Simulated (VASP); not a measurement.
Set up this calculation in VASP 6.6.1, as the native input.

```yaml
Task: relaxation of volume and atoms at fixed shape
Functional: PBEsol
Potentials_or_basis: VASP PAW PBE potentials, release 64 (Pd)
Cutoff: 600 eV
k_mesh: 10 × 10 × 10
Occupations: methfessel-paxton, width 0.05 eV
Spin: no spin polarisation
Dipole_correction: no
Further_INCAR_settings: ALGO = Normal; EDIFF = 1e-06; IBRION = 2; EDIFFG = -0.03; NSW = 60; ISIF = 8
```

The structure of Pd lies in POSCAR:

```
Pd
1.0
    0.0000000000      1.9465000000      1.9465000000
    1.9465000000      0.0000000000      1.9465000000
    1.9465000000      1.9465000000      0.0000000000
Pd
1
Direct
    0.0000000000      0.0000000000      0.0000000000
```

These files were run (other wordings do the same):

INCAR

```
ALGO = Normal ; EDIFF = 1E-6
EDIFFG = -0.03 ; ENCUT = 600
GGA = PS ; IBRION = 2
ISIF = 8 ; ISMEAR = 1
LASPH = True ; LCHARG = False
LREAL = False ; LWAVE = False
NELM = 100 ; NSW = 60
PREC = Accurate ; SIGMA = 0.05
```

KPOINTS

```
k-points
0
Gamma
  10 10 10
```

Potentials or basis: VASP PAW PBE potentials, release 64 (Pd).

Launch:

```bash
$ cat potpaw_PBE.64/Pd/POTCAR > POTCAR
$ mpirun -np 1 vasp_std > vasp.out
```

Results of the run:

```json
{
  "Relaxed volume": "14.51 Å³/atom",
  "Relaxed cell": "a = 2.738 Å, b = 2.738 Å, c = 2.738 Å, α = 60.00°, β = 60.00°, γ = 60.00°",
  "Space group after relaxing (to 0.05 Å)": "Fm-3m (No. 225)",
  "Energy gained by relaxing": "2.5 meV/atom",
  "Ionic steps": "3",
  "Pressure after relaxing": "0.0 GPa",
  "Band gap on the k mesh": "zero (band 5 reaches 10.22 eV, above the bottom of band 6 at 8.60 eV)"
}
```

Caveat: the PAW data sets were made with another functional, which shifts forces and pressure a little.

It took 18 s on 1 thread of Intel Xeon 8259CL (shared host), peak memory 0.15 GiB.
